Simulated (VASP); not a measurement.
# Ca4H in VASP: single point with PBEsol

Aim: the single point of Ca4H with PBEsol.

Program: VASP 6.6.1. These are calculated values, not measurements. Logs are shortened: lines on timing, memory, paths and dates and some standing lists are left out, and cuts for length are marked.

## (1) The cell of the first run

The cell holds a slab with vacuum, 5 atoms: a = 4.323 Å, b = 4.323 Å, c = 25.485 Å, α = 90.00°, β = 90.00°, γ = 90.00°.

## (2) Single point, PBEsol

INCAR

```
PREC = Accurate
ENCUT = 520
EDIFF = 1E-7
ISMEAR = 0
SIGMA = 0.1
LREAL = F
LASPH = T
NELM = 80
ALGO = Normal
ISIF = 2
LWAVE = F
LCHARG = F
LDIPOL = T
IDIPOL = 3
DIPOL = 0.5 0.5 0.507
GGA = PS
NBANDS = 28
```

KPOINTS

```
regular mesh
0
Gamma
  7 7 1
```

POSCAR

```
Ca4H
1.0
    4.3230137468      0.0000000000      0.0000000000
    0.0000000000      4.3230137468      0.0000000000
    0.0000000000      0.0000000000     25.4845206202
Ca H
4 1
Direct
    0.5000000000      0.5000000000      0.3335358011
    0.0000000000      0.0000000000      0.4183522630
    0.5000000000      0.5000000000      0.5012719247
    0.0000000000      0.0000000000      0.6027766801
    0.0000000000      0.0000000000      0.6800809405
```

Potentials or basis: VASP PAW PBE potentials, release 64 (Ca_sv, H).

Command:

```
cat potpaw_PBE.64/Ca_sv/POTCAR potpaw_PBE.64/H/POTCAR > POTCAR
mpirun -np 1 vasp_std > vasp.out
```

OUTCAR:

```text
PREC = Accurate
   ENCUT = 520
   EDIFF = 1E-7
   ISMEAR = 0
   LREAL = F
   LASPH = T
   NELM = 80
   ISIF = 2
   GGA = PS

 ion  position               nearest neighbor table
   1  0.500  0.500  0.334-
   2  0.000  0.000  0.418-
   3  0.500  0.500  0.501-
   4  0.000  0.000  0.603-   5 1.97
   5  0.000  0.000  0.680-   4 1.97

  LATTYP: Found a simple tetragonal cell.
 ALAT       =     4.3230137468
 C/A-ratio  =     5.8950820221

  Lattice vectors:

 A1 = (   4.3230137468,   0.0000000000,   0.0000000000)
 A2 = (   0.0000000000,   4.3230137468,   0.0000000000)
 A3 = (   0.0000000000,   0.0000000000,  25.4845206202)

Analysis of symmetry for initial positions (statically):
=====================================================================
 Subroutine PRICEL returns:
 Original cell was already a primitive cell.

 Routine SETGRP: Setting up the symmetry group for a
 simple tetragonal supercell.

 Subroutine GETGRP returns: Found  8 space group operations
 (whereof  8 operations were pure point group operations)
 out of a pool of 16 trial point group operations.

The static configuration has the point symmetry C_4v.

Analysis of symmetry for dynamics (positions and initial velocities):
=====================================================================
 Subroutine PRICEL returns:
 Original cell was already a primitive cell.

 Routine SETGRP: Setting up the symmetry group for a
 simple tetragonal supercell.

 Subroutine GETGRP returns: Found  8 space group operations
 (whereof  8 operations were pure point group operations)
 out of a pool of 16 trial point group operations.

The dynamic configuration has the point symmetry C_4v.

 Subroutine INISYM returns: Found  8 space group operations
 (whereof  8 operations are pure point group operations),
 and found     1 'primitive' translations

----------------------------------------------------------------------------------------

                                     Primitive cell

  volume of cell :     476.2661

  direct lattice vectors                    reciprocal lattice vectors
     4.323013747  0.000000000  0.000000000     0.231320106  0.000000000  0.000000000
[... 80 lines left out ...]
   NSW    =      0    number of steps for IOM
   IBRION =     -1    ionic relax: 0-MD 1-quasi-New 2-CG
   NFREE  =      0    steps in history (QN), initial steepest desc. (CG)
   ISIF   =      2    stress and relaxation
   ISYM   =      2    0-nonsym 1-usesym 2-fastsym
   POTIM  = 0.5000    time-step for ionic-motion
   TEBEG  =    0.0;   TEEND  =   0.0 temperature during run
   PSTRESS=    0.0 pullay stress
   NELECT =      41.0000    total number of electrons
   NUPDOWN=      -1.0000    fix difference up-down
   EMIN   =  10.00;   EMAX   =-10.00  energy-range for DOS
   EFERMI =   0.00;   METHOD = LEGACY
   ISMEAR =     0;   SIGMA  =   0.10  broadening in eV -4-tet -1-fermi 0-gaus
   EFERMI_NEDOS =   21; number of points for ismear=-14 and -15
   IALGO  =     38    algorithm
   IMIX   =      4    mixing-type and parameters
     AMIX     =   0.40;   BMIX     =  1.00
     AMIX_MAG =   1.60;   BMIX_MAG =  1.00
  volume/ion in A,a.u.               =      95.25       642.80
  Fermi-wavevector in a.u.,A,eV,Ry     =   0.722858  1.366003  7.109363  0.522523
  Thomas-Fermi vector in A             =   1.812927
   LORBIT       =      0    0 simple, 1 ext, 2 COOP (PROOUT), +10 PAW based schemes
   GGA     = PS    functional components
   LHFCALC =     F    Hartree Fock is set to
   AEXX    =    0.0000 exact exchange contribution
   IVDW    =     0    specifies the selected vdW correction
   LEPSILON=     F    determine dielectric tensor
   LRPA    =     F    only Hartree local field effects (RPA)
 non-spin polarized calculation
 Gauss-broadening in eV      SIGMA  =   0.10
  energy-cutoff  :      520.00
  volume of cell :      476.27
 maximum number of plane-waves:     12898
   NGX = 17   NGY = 17   NGZ = 95

 dipolmoment           0.000000      0.000000     -0.016113 electrons x Angstroem

 number of electron      41.0000006 magnetization

 dipolmoment           0.000000      0.000000      0.389157 electrons x Angstroem

 Free energy of the ion-electron system (eV)
  ---------------------------------------------------
  ext. energy  EPLUGINS =         0.00000000
  ---------------------------------------------------
  free energy    TOTEN  =        -9.72083872 eV

  energy without entropy =       -9.69024296  energy(sigma->0) =       -9.70554084

 E-fermi :  -2.2653     XC(G=0):  -3.5355

 val. band max:       -2.2892741481   @ k =   0.4286   0.4286   0.0000
 cond. band min:      -2.2101067031   @ k =   0.1429   0.0000   0.0000
 fundamental gap:      0.0791674450
 Fermi energy:        -2.2652983384

 k-point     1 :       0.0000    0.0000    0.0000
  band No.  band energies     occupation
      1     -44.8113      2.00000
      2     -44.2799      2.00000
      3     -44.0183      2.00000
      4     -43.8229      2.00000
      5     -25.8928      2.00000
      6     -25.8304      2.00000
[... 299 lines left out ...]
     27      -1.3845      0.00000
     28      -0.7607      0.00000

------------------------ aborting loop because EDIFF is reached ----------------------------------------

 vacuum level on the upper side and lower side of the slab       (xc-potential included)         1.757        -1.936

  FORCE on cell =-STRESS in cart. coord.  units (eV):
  Direction    XX          YY          ZZ          XY          YZ          ZX
  --------------------------------------------------------------------------------------
  -------------------------------------------------------------------------------------
  Total       -0.9496557     -0.9496557      0.0734178      0.0000000      0.0000000      0.0000000
  in kB       -3.1946778     -3.1946778      0.2469803      0.0000000      0.0000000      0.0000000
  external PRESSURE =      -2.0474585 kB  Pullay stress =       0.0000000 kB

 VOLUME and BASIS-vectors are now :
 -----------------------------------------------------------------------------
  energy-cutoff  :      520.00
  volume of cell :      476.27
      direct lattice vectors                 reciprocal lattice vectors
     4.323013747  0.000000000  0.000000000     0.231320106  0.000000000  0.000000000
     0.000000000  4.323013747  0.000000000     0.000000000  0.231320106  0.000000000
     0.000000000  0.000000000 25.484520620     0.000000000  0.000000000  0.039239506

 POSITION                                       TOTAL-FORCE (eV/Angst)
 -----------------------------------------------------------------------------------
      2.16151      2.16151      8.50000         0.000000      0.000000     -0.012610
      0.00000      0.00000     10.66151         0.000000     -0.000000      0.006361
      2.16151      2.16151     12.77467         0.000000      0.000000      0.000795
      0.00000      0.00000     15.36147         0.000000     -0.000000     -0.012212
      0.00000      0.00000     17.33154         0.000000     -0.000000      0.017666
 -----------------------------------------------------------------------------------
    total drift:                                0.000000     -0.000000      0.000068

  FREE ENERGIE OF THE ION-ELECTRON SYSTEM (eV)
  ---------------------------------------------------
  free  energy   TOTEN  =        -9.7208387190 eV

  energy  without entropy=       -9.6902429609  energy(sigma->0) =       -9.70554084

 vacuum level on the upper side and lower side of the slab         4.237         0.461
```

It took 3.7 min on 1 thread of Oxide Virtual Turin-like, shared host; peak memory 0.44 GiB.

What came out:

- Free energy: -9.7208 eV
- Largest force: 0.018 eV/Å

Forces on the atoms (eV/Å):
```
Ca   0.000  0.000 -0.013
Ca   0.000  0.000  0.006
Ca   0.000  0.000  0.001
Ca   0.000  0.000 -0.012
H    0.000  0.000  0.018
```

Levels at points of the mesh, in eV from the Fermi level:
```csv
k point,band 18,band 19,band 20,band 21,band 22,band 23
"(0.00, 0.00, 0.00)",-2.72,-1.49,-0.67,-0.04,0.21,0.80
```

Caveat: the PAW data sets were made with another functional, which shifts forces and pressure a little.
